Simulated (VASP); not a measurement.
# Nb (P-1) in VASP: single point with PBE

Aim: the single point of Nb with PBE.

Everything below comes from runs of VASP 6.6.1. Logs are shortened: lines on timing, memory, paths and dates and some standing lists are left out, and cuts for length are marked.

**1. The cell of the first run**

The typed cell holds 1 atom: a = 2.984 Å, b = 3.040 Å, c = 2.732 Å, α = 104.88°, β = 111.14°, γ = 111.60°.

**2. Single point, PBE**

The input, INCAR:

```
SYSTEM = Nb
PREC = Accurate ; ENCUT = 500
EDIFF = 1E-6 ; ISMEAR = 1
SIGMA = 0.1 ; LREAL = .FALSE.
LASPH = .TRUE. ; NELM = 120
ALGO = Normal ; ISIF = 2
LWAVE = .FALSE. ; LCHARG = .FALSE.
GGA = PE ; NBANDS = 12
GGA_COMPAT = .FALSE.
```

The input, KPOINTS:

```
regular mesh
0
G
  4 4 4
  0 0 0
```

The input, POSCAR:

```
Nb
1.0
   -1.7710791617      1.7264188950      1.6690142238
    1.8931500904     -1.6497050006      1.7143712581
    1.6295885108      1.5082143497     -1.5923003294
Nb
1
Direct
    0.0000000000      0.0000000000      0.0000000000
```

Potentials or basis: VASP PAW PBE potentials, release 64 (Nb_sv).

Command:

```sh
> cat potpaw_PBE.64/Nb_sv/POTCAR > POTCAR
> mpirun -np 1 vasp_std > vasp.out
```

OUTCAR:

```text
SYSTEM = Nb
   PREC = Accurate
   ENCUT = 500
   EDIFF = 1E-6
   ISMEAR = 1
   LREAL = .FALSE.
   LASPH = .TRUE.
   NELM = 120
   ISIF = 2
   GGA = PE

 ion  position               nearest neighbor table
   1  0.000  0.000  0.000-

  LATTYP: Found a triclinic cell.
 ALAT       =     3.0404954636
 B/A-ratio  =     1.6633396012
 C/A-ratio  =     1.7091733000
 COS(alpha) =     0.0074658097
 COS(beta)  =     0.4813338034
 COS(gamma) =     0.8465075576

  Lattice vectors:

 A1 = (   1.8931500904,  -1.6497050006,   1.7143712581)
 A2 = (   3.6448095299,  -0.0647767565,   3.5054564106)
 A3 = (  -1.4880978599,  -4.7428475944,   1.5155864350)

Analysis of symmetry for initial positions (statically):
=====================================================================
 Subroutine PRICEL returns:
 Original cell was already a primitive cell.

 Routine SETGRP: Setting up the symmetry group for a
 triclinic supercell.

 Subroutine GETGRP returns: Found  2 space group operations
 (whereof  2 operations were pure point group operations)
 out of a pool of  2 trial point group operations.

The static configuration has the point symmetry S_2 .

Analysis of symmetry for dynamics (positions and initial velocities):
=====================================================================
 Subroutine PRICEL returns:
 Original cell was already a primitive cell.

 Routine SETGRP: Setting up the symmetry group for a
 triclinic supercell.

 Subroutine GETGRP returns: Found  2 space group operations
 (whereof  2 operations were pure point group operations)
 out of a pool of  2 trial point group operations.

The dynamic configuration has the point symmetry S_2 .

 Subroutine INISYM returns: Found  2 space group operations
 (whereof  2 operations are pure point group operations),
 and found     1 'primitive' translations

----------------------------------------------------------------------------------------

                                     Primitive cell

  volume of cell :      19.2068

  direct lattice vectors                    reciprocal lattice vectors
    -1.771079162  1.726418895  1.669014224     0.002144371  0.302402640  0.288627990
     1.893150090 -1.649705001  1.714371258     0.274184769  0.005221255  0.285551106
     1.629588511  1.508214350 -1.592300329     0.297452349  0.322593336 -0.018046325
[... 87 lines left out ...]
   NFREE  =      0    steps in history (QN), initial steepest desc. (CG)
   ISIF   =      2    stress and relaxation
   ISYM   =      2    0-nonsym 1-usesym 2-fastsym
   POTIM  = 0.5000    time-step for ionic-motion
   TEBEG  =    0.0;   TEEND  =   0.0 temperature during run
   PSTRESS=    0.0 pullay stress
   NELECT =      13.0000    total number of electrons
   NUPDOWN=      -1.0000    fix difference up-down
   EMIN   =  10.00;   EMAX   =-10.00  energy-range for DOS
   EFERMI =   0.00;   METHOD = LEGACY
   ISMEAR =     1;   SIGMA  =   0.10  broadening in eV -4-tet -1-fermi 0-gaus
   EFERMI_NEDOS =   21; number of points for ismear=-14 and -15
   IALGO  =     38    algorithm
   IMIX   =      4    mixing-type and parameters
     AMIX     =   0.40;   BMIX     =  1.00
     AMIX_MAG =   1.60;   BMIX_MAG =  1.00
  volume/ion in A,a.u.               =      19.21       129.61
  Fermi-wavevector in a.u.,A,eV,Ry     =   1.437378  2.716251 28.110398  2.066056
  Thomas-Fermi vector in A             =   2.556462
   LORBIT       =      0    0 simple, 1 ext, 2 COOP (PROOUT), +10 PAW based schemes
   GGA     = PE    functional components
   LHFCALC =     F    Hartree Fock is set to
   AEXX    =    0.0000 exact exchange contribution
   IVDW    =     0    specifies the selected vdW correction
   LEPSILON=     F    determine dielectric tensor
   LRPA    =     F    only Hartree local field effects (RPA)
 non-spin polarized calculation
 Methfessel and Paxton  Order N= 1 SIGMA  =   0.10
  energy-cutoff  :      500.00
  volume of cell :       19.21
 maximum number of plane-waves:       496
 NGX is ok and might be reduce to    24
   NGX = 11   NGY = 11   NGZ =  9

 number of electron      13.0000000 magnetization

 Free energy of the ion-electron system (eV)
  ---------------------------------------------------
  ext. energy  EPLUGINS =         0.00000000
  ---------------------------------------------------
  free energy    TOTEN  =       -10.14571287 eV

  energy without entropy =      -10.14620301  energy(sigma->0) =      -10.14587625

 E-fermi :  10.3851     XC(G=0): -12.1732

 val. band max:       10.3510397584   @ k =  -0.2500  -0.0000   0.2500
 cond. band min:      10.4289756077   @ k =   0.0000   0.2500   0.5000
 fundamental gap:      0.0779358493
 Fermi energy:        10.3850740324

 k-point     1 :       0.0000    0.0000    0.0000
  band No.  band energies     occupation
      1     -44.2547      2.00000
      2     -19.7973      2.00000
      3     -19.6961      2.00000
      4     -19.4325      2.00000
      5       4.5077      2.00000
      6       9.6223      2.00000
      7      10.5770     -0.02060
      8      11.3917     -0.00000
      9      13.1669      0.00000
     10      13.9864      0.00000
     11      23.1804      0.00000
     12      24.6779      0.00000
[... 331 lines left out ...]
 k-point    24 :       0.2500   -0.2500    0.2500
  band No.  band energies     occupation
      1     -44.0571      2.00000
      2     -20.2799      2.00000
      3     -20.0914      2.00000
      4     -20.0235      2.00000
      5       8.0243      2.00000
      6       9.5231      2.00000
      7      10.8395     -0.00000
      8      11.0970     -0.00000
      9      12.3730     -0.00000
     10      15.3784      0.00000
     11      24.2924      0.00000
     12      26.4808      0.00000

 [... further k-points ...]

------------------------ aborting loop because EDIFF is reached ----------------------------------------

  FORCE on cell =-STRESS in cart. coord.  units (eV):
  Direction    XX          YY          ZZ          XY          YZ          ZX
  --------------------------------------------------------------------------------------
  -------------------------------------------------------------------------------------
  Total       -1.6207168      0.1677183     -0.6841427      0.6584979     -0.2914178     -0.9501206
  in kB     -135.1957347     13.9906002    -57.0693021     54.9300837    -24.3092715    -79.2564476
  external PRESSURE =     -59.4248122 kB  Pullay stress =       0.0000000 kB

 VOLUME and BASIS-vectors are now :
 -----------------------------------------------------------------------------
  energy-cutoff  :      500.00
  volume of cell :       19.21
      direct lattice vectors                 reciprocal lattice vectors
    -1.771079162  1.726418895  1.669014224     0.002144371  0.302402640  0.288627990
     1.893150090 -1.649705001  1.714371258     0.274184769  0.005221255  0.285551106
     1.629588511  1.508214350 -1.592300329     0.297452349  0.322593336 -0.018046325

 POSITION                                       TOTAL-FORCE (eV/Angst)
 -----------------------------------------------------------------------------------
      0.00000      0.00000      0.00000         0.000000      0.000000      0.000000
 -----------------------------------------------------------------------------------
    total drift:                                0.000000      0.000000      0.000000

  FREE ENERGIE OF THE ION-ELECTRON SYSTEM (eV)
  ---------------------------------------------------
  free  energy   TOTEN  =       -10.1457128699 eV

  energy  without entropy=      -10.1462030081  energy(sigma->0) =      -10.14587625
```

stdout:

```text
POSCAR found type information on POSCAR Nb
 POSCAR found :  1 types and       1 ions
 scaLAPACK will be used
 LDA part: xc-table for (Slater+PW92), standard interpolation
 POSCAR, INCAR and KPOINTS ok, starting setup
 FFT: planning ... GRIDC
 FFT: planning ... GRID_SOFT
 FFT: planning ... GRID
 WAVECAR not read
 entering main loop
```

Run time: 12 s. Hardware: 1 thread of Intel Xeon 8259CL, shared host; peak memory 0.13 GiB.

What came out:

```yaml
Free_energy: -10.1457 eV
Pressure: -5.9 GPa
```

Levels at points of the mesh, in eV from the Fermi level:
```tsv
k point	band 2	band 3	band 4	band 5	band 6	band 7	band 8	band 9	band 10	band 11
(0.00, 0.00, 0.00)	-30.18	-30.08	-29.82	-5.88	-0.76	0.19	1.01	2.78	3.60	12.80
(0.50, 0.00, 0.00)	-31.08	-30.46	-29.91	-3.59	-2.20	1.88	3.69	4.31	5.56	10.75
(0.00, 0.50, 0.00)	-31.11	-30.29	-29.85	-3.55	-1.42	1.15	2.85	3.83	5.26	9.83
(0.50, 0.50, 0.00)	-31.08	-30.34	-29.89	-3.57	-1.89	1.38	3.26	4.32	5.30	10.09
(0.00, 0.00, 0.50)	-31.32	-30.48	-30.11	-3.57	-1.45	2.17	2.61	3.52	5.96	10.87
(0.50, 0.00, 0.50)	-31.33	-30.38	-30.09	-3.51	-0.94	2.01	2.17	2.85	5.77	11.22
(0.00, 0.50, 0.50)	-31.30	-30.47	-30.10	-3.58	-1.93	2.62	3.02	3.74	5.79	10.91
(0.50, 0.50, 0.50)	-31.14	-30.73	-30.60	-3.56	-3.38	4.31	4.71	6.01	7.45	8.48
```

Caveat: the k points lie up to 0.69 Å⁻¹ apart.
